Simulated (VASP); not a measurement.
Set up this calculation in VASP 6.6.1, as the native input.

```
Task                   : relaxation of cell and atoms
Functional             : PBEsol
Potentials or basis    : VASP PAW PBE potentials, release 64 (Co)
Cutoff                 : 600 eV
k mesh                 : 12 × 12 × 7
Occupations            : fermi-dirac, width 0.05 eV
Spin                   : collinear spin, ferromagnetic start
Starting moments       : [2.0, 2.0] μB
Target pressure        : 5 GPa
Dipole correction      : no
Further INCAR settings : ALGO = Fast; EDIFF = 1e-06; IBRION = 2; EDIFFG = -0.01; NSW = 60; ISIF = 3
```

The structure of Co lies in POSCAR:

```
Co
1.0
    2.4873648738      0.0000000000      0.0000000000
   -1.2436824369      2.1541211692      0.0000000000
    0.0000000000      0.0000000000      4.0632895034
Co
2
Direct
    0.3333333333      0.6666666667      0.7401390000
    0.6666666667      0.3333333333      0.2598610000
```

These files were run (other wordings do the same):

INCAR

```
SYSTEM = Co
PREC = Accurate
ENCUT = 600
EDIFF = 1E-6
ISMEAR = -1
SIGMA = 0.05
LREAL = .False.
LASPH = .True.
NELM = 150
ALGO = Fast
ISIF = 3
LWAVE = .False.
LCHARG = .False.
ISPIN = 2
MAGMOM = 2 2
LORBIT = 11
LMAXMIX = 4
GGA = PS
IBRION = 2
NSW = 60
EDIFFG = -0.01
PSTRESS = 50.0
```

KPOINTS

```
regular mesh
0
Gamma
  12 12 7
  0 0 0
```

Potentials or basis: VASP PAW PBE potentials, release 64 (Co).

Launch:

```bash
$ cat potpaw_PBE.64/Co/POTCAR > POTCAR
$ mpirun -np 1 vasp_std > vasp.out
```

It gave:

```json
{
  "Relaxed volume": "10.11 Å³/atom",
  "Relaxed cell": "a = 2.436 Å, b = 2.436 Å, c = 3.933 Å, α = 90.00°, β = 90.00°, γ = 120.00°",
  "Space group after relaxing (to 0.1 Å)": "P6_3/mmc (No. 194)",
  "Energy change on relaxing (the run minimises the enthalpy)": "-26.4 meV/atom",
  "Ionic steps": "8",
  "Pressure after relaxing": "5.0 GPa",
  "Largest force after relaxing": "0.003 eV/Å",
  "Net moment": "3.05 μB per cell",
  "Site moments": "Co +1.52 μB",
  "Valence electrons inside the program's atomic spheres": "Co 8.42"
}
```

Caveat: the cell is relaxed towards a set pressure, so the run minimises the enthalpy, not the energy; the PAW data sets were made with another functional, which shifts forces and pressure a little.

It took 9.9 min on 1 thread of Intel Xeon 8259CL, with other jobs on the host, peak memory 0.18 GiB.
